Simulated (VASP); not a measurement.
Here is a VASP 6.6.1 calculation.

File INCAR:

```
SYSTEM = MgO
  PREC = Accurate
  ENCUT = 520
  EDIFF = 1E-6
  ISMEAR = 0
  SIGMA = 0.05
  LREAL = .False.
  LASPH = .True.
  NELM = 60
  ALGO = Normal
  ISIF = 2
  LWAVE = .False.
  LCHARG = .True.
  GGA = PS
  LELF = .True.
  LVHAR = .True.
  NBANDS = 16
```

The input KPOINTS:

```
regular mesh
0
Gamma
  9 9 6
  0 0 0
```

POSCAR

```
MgO
1.0
    3.4248540759      0.0000000000      0.0000000000
   -1.7124270380      2.9660106340      0.0000000000
    0.0000000000      0.0000000000      4.3677164031
Mg O
2 2
Direct
    0.6666666667      0.3333333333      0.7500000000
    0.3333333333      0.6666666667      0.2500000000
    0.6666666667      0.3333333333      0.2500000000
    0.3333333333      0.6666666667      0.7500000000
```

Potentials or basis: VASP PAW PBE potentials, release 64 (Mg, O).

The run is started by

```sh
$ cat potpaw_PBE.64/Mg/POTCAR potpaw_PBE.64/O/POTCAR > POTCAR
$ mpirun -np 1 vasp_std > vasp.out
```

Q: Estimate the pressure.

A: 0.2 GPa.

Q: Predict the band gap on the k mesh.

A: 3.20 eV, direct.

Stress tensor (GPa, compression positive):
```
 3.42  0.00  0.00
 0.00  3.42  0.00
 0.00  0.00 -6.24
```

Caveat: the PAW data sets were made with another functional, which shifts forces and pressure a little.
